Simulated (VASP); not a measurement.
Wanted: the native input for a VASP 6.6.1 run.

```
Task                   : single point
Functional             : r2SCAN
Potentials or basis    : VASP PAW PBE potentials, release 64 (Pt)
Cutoff                 : 520 eV
k mesh                 : 24 × 24 × 24
Occupations            : gaussian, width 0.15 eV
Spin                   : no spin polarisation
Dipole correction      : no
Further INCAR settings : ALGO = Normal; EDIFF = 1e-06; NBANDS = 11
```

The system is Pt.

```
CELL_PARAMETERS angstrom
-1.01767 1.63712 1.63712
1.63712 -1.01767 1.63712
1.63712 1.63712 -1.01767
ATOMIC_POSITIONS crystal
Pt 0.00000 0.00000 0.00000
```

This cell differs from its parent crystal: ratio of the length along [111] to the lengths across it x 1.7, volume and fractional coordinates fixed.

These files were run (other wordings do the same):

POSCAR

```
Pt
1.0
   -1.0176671736      1.6371167575      1.6371167575
    1.6371167575     -1.0176671736      1.6371167575
    1.6371167575      1.6371167575     -1.0176671736
Pt
1
Direct
    0.0000000000      0.0000000000      0.0000000000
```

INCAR.step1

```
PREC = Accurate
ENCUT = 520
ISMEAR = 0
SIGMA = 0.15
LREAL = F
LASPH = T
NELM = 100
NBANDS = 11
GGA = PE
ALGO = Normal
EDIFF = 1E-4
LWAVE = T
LCHARG = F
```

INCAR.step2

```
PREC = Accurate
ENCUT = 520
EDIFF = 1E-6
ISMEAR = 0
SIGMA = 0.15
LREAL = F
LASPH = T
NELM = 100
ALGO = Normal
ISIF = 2
LWAVE = F
LCHARG = F
METAGGA = R2SCAN
LMIXTAU = T
NBANDS = 11
ISTART = 1
```

KPOINTS

```
regular mesh
0
Gamma
  24 24 24
```

Potentials or basis: VASP PAW PBE potentials, release 64 (Pt).

Launch:

```sh
$ cat potpaw_PBE.64/Pt/POTCAR > POTCAR
$ cp INCAR.step1 INCAR
$ mpirun -np 1 vasp_std > vasp.out
$ cp INCAR.step2 INCAR
$ mpirun -np 1 vasp_std > vasp.out
```

Results of the run:

The pressure is 26.5 GPa. The band gap on the k mesh is zero (band 5 reaches 12.63 eV, above the bottom of band 6 at 8.97 eV).

Caveat: the PAW data sets were made with another functional, which shifts forces and pressure a little; spin-orbit coupling is left out, which moves the levels of the heavy elements.

Run time: 7.8 min on 1 thread of Intel(R) Xeon(R) Platinum 8375C CPU @ 2.90GHz (Ice Lake), on a shared host, peak memory 0.33 GiB.
